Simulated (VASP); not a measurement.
# AlAu2 (I4/mmm) in VASP: notebook

The runs below take AlAu2 through single point, with LDA.

Program: VASP 6.6.1. These are calculated values, not measurements. Logs are shortened: lines on timing, memory, paths and dates and some standing lists are left out, and cuts for length are marked.

## 1. The cell of the first run

Symmetry: I4/mmm, No. 139, tetragonal system. The conventional cell has a = 3.205 Å, b = 3.205 Å, c = 7.965 Å, α = 90.00°, β = 90.00°, γ = 90.00°. Al (site symmetry 4/mmm) has 10 Au at 2.59 to 2.73 Å and 4 Al at 3.21 Å within 3.4 Å. Within 3.3 Å of Au (site symmetry 4mm) lie 9 Au at 2.50 to 3.21 Å and 5 Al at 2.59 to 2.73 Å.

## 2. Single point, LDA

INCAR reads:

```
SYSTEM = AlAu2
PREC     = Accurate       ! precision mode
ENCUT    = 520            ! plane-wave cutoff, eV
EDIFF    = 1E-6           ! SCF threshold, eV
ISMEAR   = 0              ! smearing method
SIGMA    = 0.15           ! smearing width, eV
LREAL    = .FALSE.        ! projectors in reciprocal space
LASPH    = .TRUE.         ! aspherical terms in the spheres
NELM     = 100            ! most SCF steps
ALGO     = Fast           ! electronic algorithm
ISIF     = 2              ! what is computed and relaxed
LWAVE    = .FALSE.        ! write WAVECAR
LCHARG   = .TRUE.         ! write CHGCAR
GGA      = CA             ! functional
LELF     = .TRUE.         ! ELF
LVHAR    = .TRUE.       
NBANDS   = 20             ! bands
```

KPOINTS reads:

```
Automatic mesh
0
G
  16 16 16
  0 0 0
```

POSCAR reads:

```
AlAu2
1.0
   -1.6027500000      1.6027500000      3.9824500000
    1.6027500000     -1.6027500000      3.9824500000
    1.6027500000      1.6027500000     -3.9824500000
Al Au
1 2
Direct
    0.0000000000      0.0000000000      0.0000000000
    0.6570428093      0.6570428093      0.0000000000
    0.3429571907      0.3429571907      0.0000000000
```

Potentials or basis: VASP PAW LDA potentials, release 64 (Al, Au).

Command:

```console
cat potpaw_LDA.64/Al/POTCAR potpaw_LDA.64/Au/POTCAR > POTCAR
mpirun -np 1 vasp_std > vasp.out
```

OUTCAR:

```text
SYSTEM = AlAu2
   PREC = Accurate
   ENCUT = 520
   EDIFF = 1E-6
   ISMEAR = 0
   LREAL = .FALSE.
   LASPH = .TRUE.
   NELM = 100
   ISIF = 2
   GGA = CA

 ion  position               nearest neighbor table
   1  0.000  0.000  0.000-   3 2.59   2 2.59   2 2.59   2 2.59   2 2.59   3 2.59   3 2.59   3 2.59
                             2 2.73   3 2.73
   2  0.657  0.657  0.000-   3 2.50   1 2.59   1 2.59   1 2.59   1 2.59   3 2.71   3 2.71   3 2.71
                             3 2.71   1 2.73
   3  0.343  0.343  0.000-   2 2.50   1 2.59   1 2.59   1 2.59   1 2.59   2 2.71   2 2.71   2 2.71
                             2 2.71   1 2.73

  LATTYP: Found a body centered tetragonal cell.
 ALAT       =     3.2055000000
 C/A-ratio  =     2.4847605678

  Lattice vectors:

 A1 = (  -1.6027500000,   1.6027500000,   3.9824500000)
 A2 = (   1.6027500000,  -1.6027500000,   3.9824500000)
 A3 = (   1.6027500000,   1.6027500000,  -3.9824500000)

Analysis of symmetry for initial positions (statically):
=====================================================================
 Subroutine PRICEL returns:
 Original cell was already a primitive cell.

 Routine SETGRP: Setting up the symmetry group for a
 body centered tetragonal supercell.

 Subroutine GETGRP returns: Found 16 space group operations
 (whereof 16 operations were pure point group operations)
 out of a pool of 16 trial point group operations.

The static configuration has the point symmetry D_4h.

Analysis of symmetry for dynamics (positions and initial velocities):
=====================================================================
 Subroutine PRICEL returns:
 Original cell was already a primitive cell.

 Routine SETGRP: Setting up the symmetry group for a
 body centered tetragonal supercell.

 Subroutine GETGRP returns: Found 16 space group operations
 (whereof 16 operations were pure point group operations)
 out of a pool of 16 trial point group operations.

The dynamic configuration has the point symmetry D_4h.

 Subroutine INISYM returns: Found 16 space group operations
 (whereof 16 operations are pure point group operations),
 and found     1 'primitive' translations

----------------------------------------------------------------------------------------

                                     Primitive cell

  volume of cell :      40.9206

  direct lattice vectors                    reciprocal lattice vectors
    -1.602750000  1.602750000  3.982450000     0.000000000  0.311963812  0.125550854
[... 84 lines left out ...]
   LSORBIT =      F    spin-orbit coupling
   LASPH  =      T    aspherical Exc in radial PAW
   ENCUT  =  520.0 eV  38.22 Ry    6.18 a.u.   8.52  8.52  8.52*2*pi/ulx,y,z
   NELM   =    100;   NELMIN=  2; NELMDL= -5     # of ELM steps
   EDIFF  = 0.1E-05   stopping-criterion for ELM
   LREAL  =      F    real-space projection
   EDIFFG = 0.1E-04   stopping-criterion for IOM
   NSW    =      0    number of steps for IOM
   IBRION =     -1    ionic relax: 0-MD 1-quasi-New 2-CG
   NFREE  =      0    steps in history (QN), initial steepest desc. (CG)
   ISIF   =      2    stress and relaxation
   ISYM   =      2    0-nonsym 1-usesym 2-fastsym
   POTIM  = 0.5000    time-step for ionic-motion
   TEBEG  =    0.0;   TEEND  =   0.0 temperature during run
   PSTRESS=    0.0 pullay stress
   NELECT =      25.0000    total number of electrons
   NUPDOWN=      -1.0000    fix difference up-down
   EMIN   =  10.00;   EMAX   =-10.00  energy-range for DOS
   EFERMI =   0.00;   METHOD = LEGACY
   ISMEAR =     0;   SIGMA  =   0.15  broadening in eV -4-tet -1-fermi 0-gaus
   EFERMI_NEDOS =   21; number of points for ismear=-14 and -15
   IALGO  =     68    algorithm
   IMIX   =      4    mixing-type and parameters
     AMIX     =   0.40;   BMIX     =  1.00
     AMIX_MAG =   1.60;   BMIX_MAG =  1.00
  volume/ion in A,a.u.               =      13.64        92.05
  Fermi-wavevector in a.u.,A,eV,Ry     =   1.389124  2.625063 26.254675  1.929664
  Thomas-Fermi vector in A             =   2.513184
   LORBIT       =      0    0 simple, 1 ext, 2 COOP (PROOUT), +10 PAW based schemes
   GGA     = CA    functional components
   LHFCALC =     F    Hartree Fock is set to
   AEXX    =    0.0000 exact exchange contribution
   IVDW    =     0    specifies the selected vdW correction
   LEPSILON=     F    determine dielectric tensor
   LRPA    =     F    only Hartree local field effects (RPA)
 non-spin polarized calculation
 RMM-DIIS sequential band-by-band and
 Gauss-broadening in eV      SIGMA  =   0.15
  energy-cutoff  :      520.00
  volume of cell :       40.92
 maximum number of plane-waves:      1124
 NGX is ok and might be reduce to    36
   NGX = 17   NGY = 17   NGZ = 17

 number of electron      25.0000001 magnetization

 Free energy of the ion-electron system (eV)
  ---------------------------------------------------
  ext. energy  EPLUGINS =         0.00000000
  ---------------------------------------------------
  free energy    TOTEN  =       -13.43879147 eV

  energy without entropy =      -13.43033865  energy(sigma->0) =      -13.43456506

 E-fermi :  12.5504     XC(G=0): -13.2443

 val. band max:       12.5445404820   @ k =  -0.3125   0.1875  -0.0000
 cond. band min:      12.5564119155   @ k =  -0.1250   0.1250   0.0625
 fundamental gap:      0.0118714335
 Fermi energy:        12.5504284788

 k-point     1 :       0.0000    0.0000    0.0000
  band No.  band energies     occupation
      1      -0.1805      2.00000
      2       4.5961      2.00000
      3       4.8581      2.00000
      4       5.9494      2.00000
      5       6.3177      2.00000
      6       6.5633      2.00000
[... 541 lines left out ...]
     19      21.4773      0.00000
     20      23.6887      0.00000

 [... further k-points ...]
[... 5 lines left out ...]
  --------------------------------------------------------------------------------------
  -------------------------------------------------------------------------------------
  Total        8.2109817      8.2109817     13.1428426      0.0000000      0.0000000     -0.0000000
  in kB      321.4872641    321.4872641    514.5860324      0.0000000      0.0000000     -0.0000000
  external PRESSURE =     385.8535202 kB  Pullay stress =       0.0000000 kB

 VOLUME and BASIS-vectors are now :
 -----------------------------------------------------------------------------
  energy-cutoff  :      520.00
  volume of cell :       40.92
      direct lattice vectors                 reciprocal lattice vectors
    -1.602750000  1.602750000  3.982450000     0.000000000  0.311963812  0.125550854
     1.602750000 -1.602750000  3.982450000     0.311963812  0.000000000  0.125550854
     1.602750000  1.602750000 -3.982450000     0.311963812  0.311963812  0.000000000

 POSITION                                       TOTAL-FORCE (eV/Angst)
 -----------------------------------------------------------------------------------
      0.00000      0.00000      0.00000         0.000000      0.000000      0.000000
      0.00000      0.00000      5.23328         0.000000      0.000000      1.260755
      0.00000      0.00000      2.73162        -0.000000     -0.000000     -1.260755
 -----------------------------------------------------------------------------------
    total drift:                                0.000000      0.000000     -0.000000

  FREE ENERGIE OF THE ION-ELECTRON SYSTEM (eV)
  ---------------------------------------------------
  free  energy   TOTEN  =       -13.4387914712 eV

  energy  without entropy=      -13.4303386543  energy(sigma->0) =      -13.43456506
```

OSZICAR:

```text
N       E                     dE             d eps       ncg     rms          rms(c)
DAV:   1     0.134832301049E+03    0.13483E+03   -0.12133E+04 14152   0.114E+03
DAV:   2    -0.117470150136E+02   -0.14658E+03   -0.14077E+03 15292   0.263E+02
DAV:   3    -0.150628190423E+02   -0.33158E+01   -0.32979E+01 16492   0.388E+01
DAV:   4    -0.150797219163E+02   -0.16903E-01   -0.16901E-01 15128   0.310E+00
DAV:   5    -0.150798633771E+02   -0.14146E-03   -0.14146E-03 16072   0.297E-01    0.205E+01
RMM:   6    -0.135585300370E+02    0.15213E+01   -0.30719E+00 13990   0.115E+01    0.116E+01
RMM:   7    -0.134658468372E+02    0.92683E-01   -0.16443E-01 14594   0.268E+00    0.531E+00
RMM:   8    -0.134388312372E+02    0.27016E-01   -0.16801E-02 14649   0.922E-01    0.197E-01
RMM:   9    -0.134387944761E+02    0.36761E-04   -0.28472E-03 15328   0.350E-01    0.165E-01
RMM:  10    -0.134387820952E+02    0.12381E-04   -0.57038E-04 15427   0.171E-01    0.473E-02
RMM:  11    -0.134387898824E+02   -0.77872E-05   -0.10679E-04 15584   0.682E-02    0.304E-02
RMM:  12    -0.134387911065E+02   -0.12242E-05   -0.24012E-05 15184   0.328E-02    0.927E-03
RMM:  13    -0.134387914712E+02   -0.36469E-06   -0.75023E-06 14406   0.178E-02
   1 F= -.13438791E+02 E0= -.13434565E+02  d E =-.845282E-02
```

stdout:

```text
POSCAR found type information on POSCAR AlAu
 POSCAR found :  2 types and       3 ions
 scaLAPACK will be used
 LDA part: xc-table for (Slater(with rela. corr.)+CA(PZ))
 , standard interpolation
 POSCAR, INCAR and KPOINTS ok, starting setup
 FFT: planning ... GRIDC
 FFT: planning ... GRID_SOFT
 FFT: planning ... GRID
 WAVECAR not read
 entering main loop
```

It took 11 min on 1 thread of Intel Xeon Platinum 8375C at 2.90GHz (Ice Lake), shared host; peak memory 0.38 GiB.

What came out:

- Free energy: -13.4388 eV
- Pressure: 38.6 GPa
- Largest force: 1.261 eV/Å
- Band gap on the k mesh: zero (an odd number of electrons rules out a gap without spin polarisation)

Forces on the atoms (eV/Å):
```
Al   0.000  0.000  0.000
Au   0.000  0.000  1.261
Au   0.000  0.000 -1.261
```

Levels at points of the mesh, in eV from the Fermi level:
```
           k point  band 9  band 10  band 11  band 12  band 13  band 14  band 15  band 16  band 17  band 18
(0.00, 0.00, 0.00)   -5.50    -5.50    -3.76    -0.74     2.81     6.73     6.73     6.93     6.93     7.60
(0.50, 0.00, 0.00)   -4.58    -3.61    -3.48    -3.37    -2.48     3.02     8.02     8.29     8.94     9.32
(0.50, 0.50, 0.00)   -3.96    -3.90    -3.66    -1.60     0.68     1.91     2.65     2.84     6.77     6.87
(0.50, 0.50, 0.50)   -4.18    -3.76    -3.76    -2.75     2.38     2.38     7.36     8.36     8.39    11.86
```

Caveat: the cell stands under pressure; spin-orbit coupling is left out, which moves the levels of the heavy elements; forces of over 1 eV/Å act on the atoms, so gaps and moduli don't describe the material at rest.

## 3. Single point, LDA

This run uses another cell than the first one, of 13.92 Å³/atom.

INCAR reads:

```
PREC = Accurate ; ENCUT = 520
EDIFF = 1E-7 ; ISMEAR = 0
SIGMA = 0.15 ; LREAL = False
LASPH = True ; NELM = 100
ALGO = Fast ; ISIF = 2
LWAVE = False ; LCHARG = False
GGA = CA ; NBANDS = 20
```

KPOINTS reads:

```
regular mesh
0
Gamma
  16 16 16
```

POSCAR reads:

```
AlAu2
1.0
   -1.6193000000      1.6193000000      3.9824500000
    1.6193000000     -1.6193000000      3.9824500000
    1.6193000000      1.6193000000     -3.9824500000
Al Au
1 2
Direct
    0.0000000000      0.0000000000      0.0000000000
    0.6570428093      0.6570428093      0.0000000000
    0.3429571907      0.3429571907      0.0000000000
```

Potentials or basis: VASP PAW LDA potentials, release 64 (Al, Au).

Command:

```console
cat potpaw_LDA.64/Al/POTCAR potpaw_LDA.64/Au/POTCAR > POTCAR
mpirun -np 1 vasp_std > vasp.out
```

OUTCAR:

```text
PREC = Accurate
   ENCUT = 520
   EDIFF = 1E-7
   ISMEAR = 0
   LREAL = False
   LASPH = True
   NELM = 100
   ISIF = 2
   GGA = CA

 ion  position               nearest neighbor table
   1  0.000  0.000  0.000-   2 2.61   2 2.61   2 2.61   3 2.61   2 2.61   3 2.61   3 2.61   3 2.61
                             2 2.73   3 2.73
   2  0.657  0.657  0.000-   3 2.50   1 2.61   1 2.61   1 2.61   1 2.61   3 2.73   3 2.73   3 2.73
                             3 2.73   1 2.73
   3  0.343  0.343  0.000-   2 2.50   1 2.61   1 2.61   1 2.61   1 2.61   2 2.73   2 2.73   2 2.73
                             2 2.73   1 2.73

  LATTYP: Found a body centered tetragonal cell.
 ALAT       =     3.2386000000
 C/A-ratio  =     2.4593651578

  Lattice vectors:

 A1 = (  -1.6193000000,   1.6193000000,   3.9824500000)
 A2 = (   1.6193000000,  -1.6193000000,   3.9824500000)
 A3 = (   1.6193000000,   1.6193000000,  -3.9824500000)

Analysis of symmetry for initial positions (statically):
=====================================================================
 Subroutine PRICEL returns:
 Original cell was already a primitive cell.

 Routine SETGRP: Setting up the symmetry group for a
 body centered tetragonal supercell.

[... 164 lines left out ...]
  ext. energy  EPLUGINS =         0.00000000
  ---------------------------------------------------
  free energy    TOTEN  =       -13.59240815 eV

  energy without entropy =      -13.58375386  energy(sigma->0) =      -13.58808101

 E-fermi :  12.1677     XC(G=0): -13.1302

 val. band max:       12.1663216266   @ k =   0.1250   0.1250   0.1250
 cond. band min:      12.1733116682   @ k =   0.3750   0.2500   0.1250
 fundamental gap:      0.0069900416
 Fermi energy:        12.1676568743

 k-point     1 :       0.0000    0.0000    0.0000
  band No.  band energies     occupation
      1      -0.3295      2.00000
      2       4.4463      2.00000
      3       4.6902      2.00000
      4       5.6754      2.00000
      5       6.0320      2.00000
      6       6.2516      2.00000
[... 541 lines left out ...]
     19      20.8912      0.00000
     20      23.0033      0.00000

 [... further k-points ...]
[... 5 lines left out ...]
  --------------------------------------------------------------------------------------
  -------------------------------------------------------------------------------------
  Total        6.7145801      6.7145801     11.8757060      0.0000000      0.0000000      0.0000000
  in kB      257.5517376    257.5517376    455.5174972      0.0000000      0.0000000      0.0000000
  external PRESSURE =     323.5403241 kB  Pullay stress =       0.0000000 kB

 VOLUME and BASIS-vectors are now :
 -----------------------------------------------------------------------------
  energy-cutoff  :      520.00
  volume of cell :       41.77
      direct lattice vectors                 reciprocal lattice vectors
    -1.619300000  1.619300000  3.982450000     0.000000000  0.308775397  0.125550854
     1.619300000 -1.619300000  3.982450000     0.308775397  0.000000000  0.125550854
     1.619300000  1.619300000 -3.982450000     0.308775397  0.308775397  0.000000000

 POSITION                                       TOTAL-FORCE (eV/Angst)
 -----------------------------------------------------------------------------------
      0.00000      0.00000      0.00000        -0.000000     -0.000000      0.000000
      0.00000      0.00000      5.23328         0.000000      0.000000      1.394938
      0.00000      0.00000      2.73162         0.000000      0.000000     -1.394938
 -----------------------------------------------------------------------------------
    total drift:                                0.000000      0.000000     -0.000000

  FREE ENERGIE OF THE ION-ELECTRON SYSTEM (eV)
  ---------------------------------------------------
  free  energy   TOTEN  =       -13.5924081530 eV

  energy  without entropy=      -13.5837538628  energy(sigma->0) =      -13.58808101
```

OSZICAR:

```text
N       E                     dE             d eps       ncg     rms          rms(c)
DAV:   1     0.133184837764E+03    0.13318E+03   -0.12088E+04 14200   0.114E+03
DAV:   2    -0.119321300042E+02   -0.14512E+03   -0.13931E+03 15364   0.261E+02
DAV:   3    -0.151832712255E+02   -0.32511E+01   -0.32352E+01 16308   0.384E+01
DAV:   4    -0.151996749613E+02   -0.16404E-01   -0.16402E-01 15236   0.308E+00
DAV:   5    -0.151998168337E+02   -0.14187E-03   -0.14187E-03 15968   0.298E-01    0.195E+01
RMM:   6    -0.137064313481E+02    0.14934E+01   -0.30841E+00 13985   0.115E+01    0.111E+01
RMM:   7    -0.136191680042E+02    0.87263E-01   -0.15638E-01 14594   0.262E+00    0.519E+00
RMM:   8    -0.135924593812E+02    0.26709E-01   -0.16103E-02 14607   0.896E-01    0.194E-01
RMM:   9    -0.135924127321E+02    0.46649E-04   -0.28045E-03 15304   0.345E-01    0.160E-01
RMM:  10    -0.135923987844E+02    0.13948E-04   -0.54661E-04 15408   0.166E-01    0.486E-02
RMM:  11    -0.135924068427E+02   -0.80582E-05   -0.98574E-05 15558   0.653E-02    0.300E-02
RMM:  12    -0.135924077722E+02   -0.92956E-06   -0.22547E-05 15133   0.314E-02    0.865E-03
RMM:  13    -0.135924080368E+02   -0.26456E-06   -0.70762E-06 15639   0.173E-02    0.856E-03
RMM:  14    -0.135924081536E+02   -0.11681E-06   -0.14259E-06 14864   0.743E-03    0.407E-03
RMM:  15    -0.135924081530E+02    0.57707E-09   -0.25740E-07 10780   0.311E-03
   1 F= -.13592408E+02 E0= -.13588081E+02  d E =-.865429E-02
```

Run time: 12 min. Hardware: 1 thread of Intel Xeon Platinum 8375C at 2.90GHz (Ice Lake), shared host; peak memory 0.39 GiB.

Results:

```yaml
Free_energy: -13.5924 eV
Pressure: 32.4 GPa
Largest_force: 1.395 eV/Å
Band_gap_on_the_k_mesh: zero (an odd number of electrons rules out a gap without spin polarisation)
```

Forces in eV/Å, atoms in the order of the input:
```
Al   0.000  0.000  0.000
Au   0.000  0.000  1.395
Au   0.000  0.000 -1.395
```

Stress tensor (GPa, compression positive):
```
25.76  0.00  0.00
 0.00 25.76  0.00
 0.00  0.00 45.55
```

Caveat: the cell stands under pressure; spin-orbit coupling is left out, which moves the levels of the heavy elements; forces of over 1 eV/Å act on the atoms, so gaps and moduli don't describe the material at rest.

(Continued in part 2 of 2.)
